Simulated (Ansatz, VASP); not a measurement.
SiSn4: VASP beside Ansatz

```
CELL_PARAMETERS angstrom
0.00000 4.11900 4.11900
4.11900 0.00000 4.11900
4.11900 4.11900 0.00000
ATOMIC_POSITIONS crystal
Si 0.25000 0.25000 0.25000
Sn 0.87326 0.87326 0.87326
Sn 0.87326 0.87326 0.38023
Sn 0.87326 0.38023 0.87326
Sn 0.38023 0.87326 0.87326
```

Alike in both runs: task single point; functional PBE; k mesh 4 × 4 × 4; occupations gaussian, width 0.1 eV; no spin polarisation.

|  | VASP | Ansatz |
| --- | --- | --- |
| version | VASP 6.6.1 | Ansatz 0.2.0 |
| potentials or method | VASP PAW PBE potentials, release 64 (Si, Sn_d), cutoff 520 eV | scalar-relativistic, plane waves, PAW |
| valence electrons in the cell | 60 | 60 |

|  | VASP | Ansatz | Ansatz less VASP |
| --- | --- | --- | --- |
| gap on the k mesh at the Fermi level (eV) | none | none | - |
| pressure (GPa) | 8.8 | 8.8 | +0.05 |
| rms of the force components (eV/Å) | 0.378 | 0.378 | -0.0001 |

Atom by atom the forces differ by 0.000 eV/Å (rms over components). A gap of «none» marks a metal or a gap that the smearing closes.
